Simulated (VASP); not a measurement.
# CdS: single point with HF

Crystal: CdS.

```xyz
2
Lattice="0.0000 2.7532 2.7532 2.7532 0.0000 2.7532 2.7532 2.7532 0.0000" Properties=species:S:1:pos:R:3 pbc="T T T"
Cd    0.0000    0.0000    0.0000
S     2.7532    2.7532    2.7532
```

```
Program             : VASP 6.6.1
Task                : single point
Functional          : HF
Potentials or basis : VASP PAW PBE potentials, release 64 (Cd, S)
Cutoff              : 520 eV
k mesh              : 4 × 4 × 4
Occupations         : fermi-dirac, width 0.05 eV
Spin                : no spin polarisation
```

| Quantity | Value |
| --- | --- |
| Pressure | 4.5 GPa |
| Band gap on the k mesh | 7.87 eV (least direct gap 9.42 eV) |

Levels at points of the mesh, in eV from the valence-band top:
```csv
k point,band 7,band 8,band 9,band 10,band 11,band 12
"(0.00, 0.00, 0.00)",-0.69,-0.69,-0.69,8.73,17.29,17.29
"(0.50, 0.00, 0.00)",-5.99,0.00,0.00,10.97,13.92,13.92
"(0.50, 0.50, 0.00)",-5.22,-2.49,-2.49,7.87,13.33,18.98
```

It took 6 min on 1 thread of Intel(R) Xeon(R) 6975P-C (Granite Rapids) (shared host), peak memory 0.17 GiB.

Caveat: the k points lie up to 0.49 Å⁻¹ apart; the PAW data sets were made with another functional, which shifts forces and pressure a little. A k mesh can miss the band edges.
